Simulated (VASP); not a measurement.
Wanted: the native input for a VASP 6.6.1 run.

```
Task                   : single point
Functional             : LDA
Potentials or basis    : VASP PAW LDA potentials, release 64 (Te, Pb_d)
Cutoff                 : 520 eV
k mesh                 : 6 × 6 × 6
Occupations            : fermi-dirac, width 0.15 eV
Spin                   : no spin polarisation
Dipole correction      : no
Further INCAR settings : ALGO = Normal; EDIFF = 1e-07; NBANDS = 17
```

The structure of TePb lies in POSCAR:

```
TePb
1.0
    0.0000000000      3.2310000000      3.2310000000
    3.2310000000      0.0000000000      3.2310000000
    3.2310000000      3.2310000000      0.0000000000
Te Pb
1 1
Direct
    0.5000000000      0.5000000000      0.5000000000
    0.0000000000      0.0000000000      0.0000000000
```

These files were run (other wordings do the same):

INCAR

```
SYSTEM = TePb
ALGO = Normal
EDIFF = 1E-7
ENCUT = 520
ISIF = 2
ISMEAR = -1
LASPH = .True.
LCHARG = .False.
LREAL = .False.
LWAVE = .False.
NBANDS = 17
NELM = 100
PREC = Accurate
SIGMA = 0.15
```

KPOINTS

```
k-points
0
Gamma
  6 6 6
  0 0 0
```

Potentials or basis: VASP PAW LDA potentials, release 64 (Te, Pb_d).

Command:

```sh
$ cat potpaw_LDA.64/Te/POTCAR potpaw_LDA.64/Pb_d/POTCAR > POTCAR
$ mpirun -np 1 vasp_std > vasp.out
```

It gave:

```json
{
  "Pressure": "-1.7 GPa",
  "Band gap on the k mesh": "0.64 eV, direct"
}
```

Caveat: spin-orbit coupling is left out, which moves the levels of the heavy elements.

Run time: 14 s on 1 thread of AMD EPYC 9R45 96-Core Processor (Zen 5) (shared host), peak memory 0.14 GiB.
